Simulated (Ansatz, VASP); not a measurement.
**Two plane-wave programs on TaN**

The input INCAR:

```
ALGO = Normal ; EDIFF = 1E-6
ENCUT = 520 ; GGA = PE
ISIF = 2 ; ISMEAR = 0
LASPH = T ; LCHARG = F
LREAL = F ; LWAVE = F
NBANDS = 15 ; NELM = 60
PREC = Accurate ; SIGMA = 0.15
```

The input KPOINTS:

```
k-points
0
Gamma
  24 24 24
```

File POSCAR:

```
TaN
1.0
    0.0000000000      1.8773395618      2.2086347786
    2.2086347786      0.0000000000      2.2086347786
    2.2086347786      1.8773395618      0.0000000000
Ta N
1 1
Direct
    0.5000000000      0.5000000000      0.5000000000
    0.0000000000      0.0000000000      0.0000000000
```

Input for Ansatz:

```yaml
crystal:
  lattice:
    - [0.0, 1.8773395618, 2.2086347786]
    - [2.2086347786, 0.0, 2.2086347786]
    - [2.2086347786, 1.8773395618, 0.0]
  atoms:
    - { symbol: Ta, position: [0.5, 0.5, 0.5] }
    - { symbol: "N", position: [0.0, 0.0, 0.0] }
basis:
  ecutwfc: 420
kpoints:
  mp_grid: { grid: [24, 24, 24] }
hamiltonian:
  xc: pbe
scf:
  occupations: { method: gaussian, width: 0.15 }
output:
  forces: true
  stress: true
  eigenvalues: true
  write_density: true
  write_potential: true
  elf: true
  volumetric_format: npy
```

Change from the starting cell: strain -0.1500 x Voigt [0, 1, 0, 0, 0, 0], atoms carried along.

Alike in both runs: task single point; functional PBE; k mesh 24 × 24 × 24; occupations gaussian, width 0.15 eV; no spin polarisation.

|  | VASP | Ansatz |
| --- | --- | --- |
| version | VASP 6.6.1 | Ansatz 0.2.0 |
| potentials or method | VASP PAW PBE potentials, release 64 (Ta_pv, N), cutoff 520 eV | scalar-relativistic, plane waves, PAW |
| valence electrons in the cell | 16 | 18 |

|  | VASP | Ansatz | Ansatz less VASP |
| --- | --- | --- | --- |
| gap on the k mesh at the Fermi level (eV) | none | none | - |
| pressure (GPa) | 113.9 | 111.4 | -2.49 |
| traceless stress, the component that is largest in VASP (GPa) | 153.96 | 152.04 | -1.923 |

A gap of «none» marks a metal or a gap that the smearing closes. Both programs put the cell under a high pressure, so it lies far from rest at this level. VASP's potentials hold 16 valence electrons a cell and Ansatz's 18, so a difference there can come from the potentials and not from the codes.

Neither program's run includes spin-orbit coupling. Noted on VASP's run: the cell as given lies far from equilibrium.
